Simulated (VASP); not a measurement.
Set up this calculation in VASP 6.6.1, as the native input.

| Quantity | Value |
| --- | --- |
| Task | single point |
| Functional | PBE |
| Potentials or basis | VASP PAW PBE potentials, release 64 (Sr_sv, O) |
| Cutoff | 520 eV |
| k mesh | 8 × 8 × 8 |
| Occupations | gaussian, width 0.01 eV |
| Spin | no spin polarisation |
| Dipole correction | no |
| Further INCAR settings | ALGO = Normal; EDIFF = 1e-06; NBANDS = 15 |

The structure of SrO lies in POSCAR:

```
SrO
1.0
    0.0000000000      2.5972737625      2.5972737625
    2.5972737625      0.0000000000      2.5972737625
    2.5972737625      2.5972737625      0.0000000000
Sr O
1 1
Direct
    0.0000000000      0.0000000000      0.0000000000
    0.5000000000      0.5000000000      0.5000000000
```

The input as run:

INCAR

```
  PREC = Accurate
  ENCUT = 520
  EDIFF = 1E-6
  ISMEAR = 0
  SIGMA = 0.01
  LREAL = False
  LASPH = True
  NELM = 100
  ALGO = Normal
  ISIF = 2
  LWAVE = False
  LCHARG = False
  GGA = PE
  NBANDS = 15
```

KPOINTS

```
regular mesh
0
Gamma
  8 8 8
```

Potentials or basis: VASP PAW PBE potentials, release 64 (Sr_sv, O).

Command:

```sh
$ cat potpaw_PBE.64/Sr_sv/POTCAR potpaw_PBE.64/O/POTCAR > POTCAR
$ mpirun -np 1 vasp_std > vasp.out
```

It gave:

- Pressure: 0.5 GPa
- Band gap on the k mesh: 3.28 eV, indirect (least direct gap 3.39 eV)

It took 12 s on 1 thread of AMD EPYC 9R45 96-Core Processor (Zen 5), on a shared host, peak memory 0.13 GiB.
